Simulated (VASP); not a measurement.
## SiC: single point with PBEsol

SiC:

```
Si C
1.0
     2.86260    0.00000    0.00000
    -1.43130    2.47908    0.00000
     0.00000    0.00000    9.26970
Si C
4 4
Direct
  0.66667 0.33333 0.93783
  0.33333 0.66667 0.43783
  0.00000 0.00000 0.68790
  0.00000 0.00000 0.18790
  0.66667 0.33333 0.74982
  0.33333 0.66667 0.24982
  0.00000 0.00000 0.50045
  0.00000 0.00000 0.00045
```

* Program: VASP 6.6.1
* Task: single point
* Functional: PBEsol
* Potentials or basis: VASP PAW PBE potentials, release 64 (Si, C)
* Cutoff: 520 eV
* k mesh: 12 × 12 × 4
* Occupations: gaussian, width 0.05 eV
* Spin: no spin polarisation
* Dipole correction: no
* Further INCAR settings: ALGO = Normal; EDIFF = 1e-06; NBANDS = 26

```yaml
Pressure: 78.9 GPa
Largest_force: 0.397 eV/Å
Band_gap_on_the_k_mesh: 2.14 eV, indirect (least direct gap 3.29 eV)
```

Forces in eV/Å, atoms in the order of the input:
```
Si   0.000  0.000  0.205
Si   0.000  0.000  0.205
Si   0.000  0.000  0.397
Si   0.000  0.000  0.397
C    0.000  0.000 -0.288
C    0.000  0.000 -0.288
C    0.000  0.000 -0.314
C    0.000  0.000 -0.314
```

Stress tensor (GPa, compression positive):
```
75.72  0.00  0.00
 0.00 75.72  0.00
 0.00  0.00 85.29
```

Levels at points of the mesh, in eV from the valence-band top:
```csv
k point,band 14,band 15,band 16,band 17,band 18,band 19
"(0.00, 0.00, 0.00)",-0.04,-0.04,0.00,6.94,7.51,7.94
"(0.50, 0.00, 0.00)",-2.41,-1.69,-1.16,2.14,2.37,4.74
"(0.00, 0.00, 0.50)",-0.26,-0.26,-0.26,7.15,7.15,8.23
"(0.50, 0.00, 0.50)",-2.83,-1.71,-1.71,2.63,2.63,4.67
```

Run time: 77 s on 1 thread of Intel(R) Xeon(R) Platinum 8488C (Sapphire Rapids) (shared host), peak memory 0.22 GiB.

Caveat: the PAW data sets were made with another functional, which shifts forces and pressure a little. A k mesh can miss the band edges.
